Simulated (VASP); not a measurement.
# KBr (P4mm) in VASP: notebook

KBr is run at these levels: PBEsol; tasks: single point.

Everything below comes from runs of VASP 6.6.1. Logs are shortened: lines on timing, memory, paths and dates and some standing lists are left out, and cuts for length are marked.

### 1 The cell of the first run

The structure is tetragonal, space group P4mm (No. 99). The conventional cell has a = 4.043 Å, b = 4.043 Å, c = 4.043 Å, α = 90.00°, β = 90.00°, γ = 90.00°. K (site symmetry 4mm) has 8 Br at 3.36 to 3.65 Å and 6 K at 4.04 Å within 4.4 Å. Br (site symmetry 4mm) has 8 K at 3.36 to 3.65 Å and 6 Br at 4.04 Å within 4.4 Å.

### 2 Single point, PBEsol (all Br atoms moved -0.250 Å, as atom 2 along Cartesian [0 0 1])

Contents of INCAR:

```
SYSTEM = KBr
PREC = Accurate
ENCUT = 520
EDIFF = 1E-6
ISMEAR = 0
SIGMA = 0.05
LREAL = .False.
LASPH = .True.
NELM = 60
ALGO = Normal
ISIF = 2
LWAVE = .False.
LCHARG = .False.
GGA = PS
NBANDS = 15
```

Contents of KPOINTS:

```
Automatic mesh
0
Gamma
  6 6 6
  0 0 0
```

Contents of POSCAR:

```
KBr
1.0
    4.0434990000      0.0000000000      0.0000000000
    0.0000000000      4.0434990000      0.0000000000
    0.0000000000      0.0000000000      4.0434990000
K Br
1 1
Direct
    0.0000000000      0.0000000000      0.0000000000
    0.5000000000      0.5000000000      0.4381723601
```

Potentials or basis: VASP PAW PBE potentials, release 64 (K_sv, Br).

The run is started by

```console
$ cat potpaw_PBE.64/K_sv/POTCAR potpaw_PBE.64/Br/POTCAR > POTCAR
$ mpirun -np 1 vasp_std > vasp.out
```

OUTCAR:

```text
SYSTEM = KBr
   PREC = Accurate
   ENCUT = 520
   EDIFF = 1E-6
   ISMEAR = 0
   LREAL = .False.
   LASPH = .True.
   NELM = 60
   ISIF = 2
   GGA = PS

 ion  position               nearest neighbor table
   1  0.000  0.000  0.000-
   2  0.500  0.500  0.438-

  LATTYP: Found a simple cubic cell.
 ALAT       =     4.0434990000

  Lattice vectors:

 A1 = (   4.0434990000,   0.0000000000,   0.0000000000)
 A2 = (   0.0000000000,   4.0434990000,   0.0000000000)
 A3 = (   0.0000000000,   0.0000000000,   4.0434990000)

Analysis of symmetry for initial positions (statically):
=====================================================================
 Subroutine PRICEL returns:
 Original cell was already a primitive cell.

 Routine SETGRP: Setting up the symmetry group for a
 simple cubic supercell.

 Subroutine GETGRP returns: Found  8 space group operations
 (whereof  8 operations were pure point group operations)
 out of a pool of 48 trial point group operations.

The static configuration has the point symmetry C_4v.

Analysis of symmetry for dynamics (positions and initial velocities):
=====================================================================
 Subroutine PRICEL returns:
 Original cell was already a primitive cell.

 Routine SETGRP: Setting up the symmetry group for a
 simple cubic supercell.

 Subroutine GETGRP returns: Found  8 space group operations
 (whereof  8 operations were pure point group operations)
 out of a pool of 48 trial point group operations.

The dynamic configuration has the point symmetry C_4v.

 Subroutine INISYM returns: Found  8 space group operations
 (whereof  8 operations are pure point group operations),
 and found     1 'primitive' translations

----------------------------------------------------------------------------------------

                                     Primitive cell

  volume of cell :      66.1107

  direct lattice vectors                    reciprocal lattice vectors
     4.043499000  0.000000000  0.000000000     0.247310559  0.000000000  0.000000000
     0.000000000  4.043499000  0.000000000     0.000000000  0.247310559  0.000000000
     0.000000000  0.000000000  4.043499000     0.000000000  0.000000000  0.247310559

  length of vectors
     4.043499000  4.043499000  4.043499000     0.247310559  0.247310559  0.247310559

  position of ions in fractional coordinates (direct lattice)
     0.000000000  0.000000000  0.000000000
     0.500000000  0.500000000  0.438172360

  ion indices of the primitive-cell ions
   primitive index   ion index
                 1           1
                 2           2

----------------------------------------------------------------------------------------

 KPOINTS: Automatic mesh

Automatic generation of k-mesh.
 Grid dimensions read from file:
 generate k-points for:    6    6    6

 Generating k-lattice:

  Cartesian coordinates                     Fractional coordinates (reciprocal lattice)
     0.041218427  0.000000000  0.000000000     0.166666667  0.000000000  0.000000000
     0.000000000  0.041218427  0.000000000     0.000000000  0.166666667  0.000000000
     0.000000000  0.000000000  0.041218427     0.000000000  0.000000000  0.166666667

  Length of vectors
     0.041218427  0.041218427  0.041218427

  Shift w.r.t. Gamma in fractional coordinates (k-lattice)
     0.000000000  0.000000000  0.000000000

 Subroutine IBZKPT returns following result:
 ===========================================

 Found     40 irreducible k-points:

 Following reciprocal coordinates:
            Coordinates               Weight
  0.000000  0.000000  0.000000      1.000000
  0.166667  0.000000  0.000000      4.000000
  0.000000  0.000000  0.166667      2.000000
  0.333333  0.000000  0.000000      4.000000
  0.000000  0.000000  0.333333      2.000000
  0.500000  0.000000  0.000000      2.000000
[... 16 lines left out ...]
  0.166667  0.166667  0.166667      8.000000
  0.333333  0.166667  0.166667     16.000000
 [... further k-points ...]
   k-points           NKPTS =     40   k-points in BZ     NKDIM =     40   number of bands    NBANDS=     15
   number of dos      NEDOS =    301   number of ions     NIONS =      2
   total plane-waves  NPLWV =  27000
   dimension x,y,z NGX =    30 NGY =   30 NGZ =   30
   dimension x,y,z NGXF=    60 NGYF=   60 NGZF=   60
   ions per type =               1   1
   NGX,Y,Z   is equivalent  to a cutoff of  12.33, 12.33, 12.33 a.u.
   NGXF,Y,Z  is equivalent  to a cutoff of  24.67, 24.67, 24.67 a.u.
 SYSTEM =  KBr
   PREC   = accura    normal or accurate (medium, high low for compatibility)
   ISTART =      0    job   : 0-new  1-cont  2-samecut
   ICHARG =      2    charge: 1-file 2-atom 10-const
   ISPIN  =      1    spin polarized calculation?
   LNONCOLLINEAR =      F non collinear calculations
   LSORBIT =      F    spin-orbit coupling
   LASPH  =      T    aspherical Exc in radial PAW
   ENCUT  =  520.0 eV  38.22 Ry    6.18 a.u.   7.52  7.52  7.52*2*pi/ulx,y,z
   NELM   =     60;   NELMIN=  2; NELMDL= -5     # of ELM steps
   EDIFF  = 0.1E-05   stopping-criterion for ELM
   LREAL  =      F    real-space projection
   EDIFFG = 0.1E-04   stopping-criterion for IOM
   NSW    =      0    number of steps for IOM
   IBRION =     -1    ionic relax: 0-MD 1-quasi-New 2-CG
   NFREE  =      0    steps in history (QN), initial steepest desc. (CG)
   ISIF   =      2    stress and relaxation
   ISYM   =      2    0-nonsym 1-usesym 2-fastsym
   POTIM  = 0.5000    time-step for ionic-motion
   TEBEG  =    0.0;   TEEND  =   0.0 temperature during run
   PSTRESS=    0.0 pullay stress
   NELECT =      16.0000    total number of electrons
   NUPDOWN=      -1.0000    fix difference up-down
   EMIN   =  10.00;   EMAX   =-10.00  energy-range for DOS
   EFERMI =   0.00;   METHOD = LEGACY
   ISMEAR =     0;   SIGMA  =   0.05  broadening in eV -4-tet -1-fermi 0-gaus
   EFERMI_NEDOS =   21; number of points for ismear=-14 and -15
   IALGO  =     38    algorithm
   IMIX   =      4    mixing-type and parameters
     AMIX     =   0.40;   BMIX     =  1.00
     AMIX_MAG =   1.60;   BMIX_MAG =  1.00
  volume/ion in A,a.u.               =      33.06       223.07
  Fermi-wavevector in a.u.,A,eV,Ry     =   1.020213  1.927923 14.161412  1.040834
  Thomas-Fermi vector in A             =   2.153770
   LORBIT       =      0    0 simple, 1 ext, 2 COOP (PROOUT), +10 PAW based schemes
   GGA     = PS    functional components
   LHFCALC =     F    Hartree Fock is set to
   AEXX    =    0.0000 exact exchange contribution
   IVDW    =     0    specifies the selected vdW correction
   LEPSILON=     F    determine dielectric tensor
   LRPA    =     F    only Hartree local field effects (RPA)
 non-spin polarized calculation
 Gauss-broadening in eV      SIGMA  =   0.05
  energy-cutoff  :      520.00
  volume of cell :       66.11
 maximum number of plane-waves:      1800
   NGX = 15   NGY = 15   NGZ = 15

 number of electron      16.0000001 magnetization

 Free energy of the ion-electron system (eV)
  ---------------------------------------------------
  ext. energy  EPLUGINS =         0.00000000
  ---------------------------------------------------
  free energy    TOTEN  =        -6.33023038 eV

  energy without entropy =       -6.33023038  energy(sigma->0) =       -6.33023038

 E-fermi :  -0.5979     XC(G=0):  -7.9927

 val. band max:       -0.8660966397   @ k =   0.5000   0.5000   0.0000
 cond. band min:       2.8568731448   @ k =   0.0000   0.0000   0.0000
 fundamental gap:      3.7229697845
 Fermi energy:        -0.5978756086

 k-point     1 :       0.0000    0.0000    0.0000
  band No.  band energies     occupation
      1     -29.3120      2.00000
      2     -13.6741      2.00000
      3     -12.8015      2.00000
      4     -12.8015      2.00000
      5     -12.7898      2.00000
      6      -1.1405      2.00000
      7      -1.1342      2.00000
      8      -1.1342      2.00000
      9       2.8569      0.00000
     10       4.8740      0.00000
     11       5.0205      0.00000
     12       8.7675      0.00000
     13       8.8639      0.00000
     14       8.8639      0.00000
     15      10.9532      0.00000

 k-point     2 :       0.1667    0.0000    0.0000
  band No.  band energies     occupation
      1     -29.3093      2.00000
      2     -13.7105      2.00000
      3     -12.8090      2.00000
      4     -12.7963      2.00000
      5     -12.7371      2.00000
      6      -1.6864      2.00000
      7      -1.1301      2.00000
      8      -1.1231      2.00000
      9       3.4817      0.00000
     10       5.1685      0.00000
     11       5.4578      0.00000
     12       8.6654      0.00000
     13       8.7621      0.00000
     14       8.9933      0.00000
     15      10.1441      0.00000

 k-point     3 :       0.0000    0.0000    0.1667
  band No.  band energies     occupation
      1     -29.3094      2.00000
      2     -13.7056      2.00000
      3     -12.7966      2.00000
      4     -12.7966      2.00000
      5     -12.7548      2.00000
      6      -1.6861      2.00000
      7      -1.1261      2.00000
      8      -1.1261      2.00000
      9       3.4810      0.00000
     10       5.0822      0.00000
     11       5.5732      0.00000
     12       8.7509      0.00000
     13       8.7509      0.00000
     14       8.8787      0.00000
     15      10.5213      0.00000

 k-point     4 :       0.3333    0.0000    0.0000
  band No.  band energies     occupation
      1     -29.3040      2.00000
      2     -13.7821      2.00000
      3     -12.7962      2.00000
      4     -12.7858      2.00000
      5     -12.6573      2.00000
      6      -2.5048      2.00000
      7      -1.1225      2.00000
      8      -1.0910      2.00000
      9       4.6479      0.00000
     10       5.7003      0.00000
     11       6.4543      0.00000
     12       8.3131      0.00000
     13       8.6481      0.00000
     14       9.1728      0.00000
     15       9.2136      0.00000
[... 307 lines left out ...]
 k-point    22 :       0.0000    0.5000    0.5000
  band No.  band energies     occupation
      1     -29.2916      2.00000
      2     -13.4768      2.00000
      3     -12.9537      2.00000
      4     -12.8817      2.00000
      5     -12.7654      2.00000
      6      -2.2767      2.00000
      7      -2.2592      2.00000
      8      -0.8866      2.00000
      9       4.2617      0.00000
     10       5.5464      0.00000
     11       7.1618      0.00000
     12       7.2061      0.00000
     13       9.2112      0.00000
     14       9.2151      0.00000
     15      10.1950      0.00000

 k-point    23 :       0.1667    0.1667    0.1667
  band No.  band energies     occupation
      1     -29.3042      2.00000
      2     -13.6981      2.00000
      3     -12.8355      2.00000
      4     -12.8329      2.00000
      5     -12.6796      2.00000
      6      -1.7419      2.00000
      7      -1.4854      2.00000
      8      -1.4785      2.00000
      9       4.4831      0.00000
     10       5.8870      0.00000
     11       5.9471      0.00000
     12       8.0403      0.00000
     13       8.1587      0.00000
     14       8.7131      0.00000
     15      10.6679      0.00000

 k-point    24 :       0.3333    0.1667    0.1667
  band No.  band energies     occupation
      1     -29.2991      2.00000
      2     -13.6822      2.00000
      3     -12.8506      2.00000
      4     -12.8229      2.00000
      5     -12.6857      2.00000
      6      -2.3139      2.00000
      7      -1.4815      2.00000
      8      -1.4283      2.00000
      9       5.2893      0.00000
     10       6.0914      0.00000
     11       6.5212      0.00000
     12       7.7546      0.00000
     13       8.0451      0.00000
     14       8.2147      0.00000
     15      10.2893      0.00000

 [... further k-points ...]

------------------------ aborting loop because EDIFF is reached ----------------------------------------

  FORCE on cell =-STRESS in cart. coord.  units (eV):
  Direction    XX          YY          ZZ          XY          YZ          ZX
  --------------------------------------------------------------------------------------
  -------------------------------------------------------------------------------------
  Total       -0.3996129     -0.3996129     -0.4065377      0.0000000      0.0000000      0.0000000
  in kB       -9.6845198     -9.6845198     -9.8523397      0.0000000      0.0000000      0.0000000
  external PRESSURE =      -9.7404598 kB  Pullay stress =       0.0000000 kB

 VOLUME and BASIS-vectors are now :
 -----------------------------------------------------------------------------
  energy-cutoff  :      520.00
  volume of cell :       66.11
      direct lattice vectors                 reciprocal lattice vectors
     4.043499000  0.000000000  0.000000000     0.247310559  0.000000000  0.000000000
     0.000000000  4.043499000  0.000000000     0.000000000  0.247310559  0.000000000
     0.000000000  0.000000000  4.043499000     0.000000000  0.000000000  0.247310559

 POSITION                                       TOTAL-FORCE (eV/Angst)
 -----------------------------------------------------------------------------------
      0.00000      0.00000      0.00000         0.000000     -0.000000     -0.109978
      2.02175      2.02175      1.77175         0.000000      0.000000      0.109978
 -----------------------------------------------------------------------------------
    total drift:                                0.000000      0.000000      0.000746

  FREE ENERGIE OF THE ION-ELECTRON SYSTEM (eV)
  ---------------------------------------------------
  free  energy   TOTEN  =        -6.3302303825 eV

  energy  without entropy=       -6.3302303825  energy(sigma->0) =       -6.33023038
```

It took 18 s on 1 thread of Intel Xeon Platinum 8488C (Sapphire Rapids), shared host; peak memory 0.18 GiB.

Results:

```
Free energy            : -6.3302 eV
Pressure               : -1.0 GPa
Largest force          : 0.110 eV/Å
Band gap on the k mesh : 3.72 eV (least direct gap 3.99 eV)
```

Forces in eV/Å, atoms in the order of the input:
```
K    0.000  0.000 -0.110
Br   0.000  0.000  0.110
```

Caveat: the cell differs from its parent crystal (all Br atoms moved -0.250 Å, as atom 2 along Cartesian [0 0 1]); the PAW data sets were made with another functional, which shifts forces and pressure a little.

(Part 1 of 2 ends here.)
